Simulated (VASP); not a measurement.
# InP: single point with PBEsol

The system is InP.

```xyz
12
Lattice="6.4906 -0.0242 0.9566 -0.0850 6.7747 0.8057 0.9558 0.7159 7.1713" Properties=species:S:1:pos:R:3 pbc="T T T"
In    2.9533    7.1057    7.9326
In    0.0801    4.9565    6.3275
In    6.1557    5.3942    2.9674
In    6.2636    2.1564    6.0905
In    4.3433    3.7287    4.5828
In    6.6493    2.1831    2.7040
P     6.0111    6.7022    5.3629
P     3.8584    1.8448    2.2923
P     4.3894    0.1710    0.9666
P     2.3793    2.1391    5.2538
P     2.6620    0.6395    3.6618
P     3.9238    6.0707    5.6628
```

| Item | Value |
| --- | --- |
| Program | VASP 6.6.1 |
| Task | single point |
| Functional | PBEsol |
| Potentials or basis | VASP PAW PBE potentials, release 64 (In_d, P) |
| Cutoff | 520 eV |
| k mesh | 4 × 3 × 3 |
| Occupations | gaussian, width 0.1 eV |
| Spin | no spin polarisation |
| Dipole correction | no |
| Further INCAR settings | ALGO = Normal; EDIFF = 1e-06; NBANDS = 66; ISYM = 0 |

The pressure is -0.1 GPa and the largest force is 0.044 eV/Å. The band gap on the k mesh is 0.14 eV, indirect (least direct gap 0.51 eV).

Forces in eV/Å, atoms in the order of the input:
```
In   0.016  0.013 -0.013
In  -0.005 -0.020 -0.003
In  -0.014  0.001  0.021
In  -0.012  0.004  0.007
In  -0.001  0.005  0.006
In   0.009  0.006  0.004
P   -0.028 -0.004 -0.009
P   -0.022 -0.017 -0.034
P    0.011  0.010  0.021
P    0.014 -0.003 -0.005
P    0.011  0.001  0.015
P    0.021  0.003 -0.010
```

Levels at points of the mesh, in eV from the valence-band top:
```csv
k point,band 50,band 51,band 52,band 53,band 54,band 55,band 56,band 57,band 58,band 59
"(0.00, 0.00, 0.00)",-1.95,-1.25,-1.12,-0.96,-0.41,0.42,0.95,1.22,1.82,1.98
"(0.50, 0.00, 0.00)",-1.69,-1.33,-1.24,-0.68,0.00,0.67,0.76,1.00,1.20,1.77
```

Wall time 13 min on 1 thread of Oxide Virtual Turin-like Processor (shared host), peak memory 0.47 GiB.

Caveat: the PAW data sets were made with another functional, which shifts forces and pressure a little; spin-orbit coupling is left out, which moves the levels of the heavy elements.
